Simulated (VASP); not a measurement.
Here is a VASP 6.6.1 calculation.

Contents of INCAR:

```
  PREC = Accurate
  ENCUT = 520
  EDIFF = 1E-7
  ISMEAR = -1
  SIGMA = 0.1
  LREAL = F
  LASPH = T
  NELM = 100
  ALGO = Normal
  ISIF = 2
  LWAVE = F
  LCHARG = T
  GGA = PE
  LELF = T
  LVHAR = T
  NBANDS = 16
```

The input KPOINTS:

```
Automatic mesh
0
Gamma
  11 11 11
```

The input POSCAR:

```
Ir
1.0
    0.0000000000      2.8922985814      2.8922985814
    2.8922985814      0.0000000000      2.8922985814
    2.8922985814      2.8922985814      0.0000000000
Ir
2
Direct
    0.1250000000      0.1250000000      0.1250000000
    0.8750000000      0.8750000000      0.8750000000
```

Potentials or basis: VASP PAW PBE potentials, release 64 (Ir).

Command:

```console
$ cat potpaw_PBE.64/Ir/POTCAR > POTCAR
$ mpirun -np 1 vasp_std > vasp.out
```

What does it give for the band gap on the k mesh?

Zero (band 9 reaches 4.65 eV, above the bottom of band 10 at 3.49 eV).

What does it give for the pressure?

-15.6 GPa.

Caveat: spin-orbit coupling is left out, which moves the levels of the heavy elements.
